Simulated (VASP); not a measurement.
**RbBr: single point with PBEsol**

Crystal: RbBr.

```
Rb Br
1.0
     0.00000    3.42492    3.42492
     3.42492    0.00000    3.42492
     3.42492    3.42492    0.00000
Rb Br
1 1
Direct
  0.00000 0.00000 0.00000
  0.50000 0.50000 0.50000
```

```json
{"Program": "VASP 6.6.1", "Task": "single point", "Functional": "PBEsol", "Potentials or basis": "VASP PAW PBE potentials, release 64 (Rb_sv, Br)", "Cutoff": "520 eV", "k mesh": "8 × 8 × 8", "Occupations": "fermi-dirac, width 0.08 eV", "Spin": "no spin polarisation", "Dipole correction": "no", "Further INCAR settings": "ALGO = Normal; EDIFF = 1e-06; NBANDS = 15"}
```

The pressure is 0.0 GPa. The band gap on the k mesh is 4.22 eV, direct.

Levels at points of the mesh, in eV from the valence-band top:
```tsv
k point	band 6	band 7	band 8	band 9	band 10	band 11
(0.00, 0.00, 0.00)	0.00	0.00	0.00	4.22	7.20	7.20
(0.50, 0.00, 0.00)	-1.02	-0.37	-0.37	6.67	7.62	9.44
(0.50, 0.50, 0.00)	-0.49	-0.16	-0.16	5.49	7.02	9.06
```

Wall time 28 s on 1 thread of Intel(R) Xeon(R) Platinum 8259CL CPU @ 2.50GHz (Skylake/Cascade Lake) (shared host), peak memory 0.21 GiB.

Caveat: the PAW data sets were made with another functional, which shifts forces and pressure a little. A k mesh can miss the band edges.
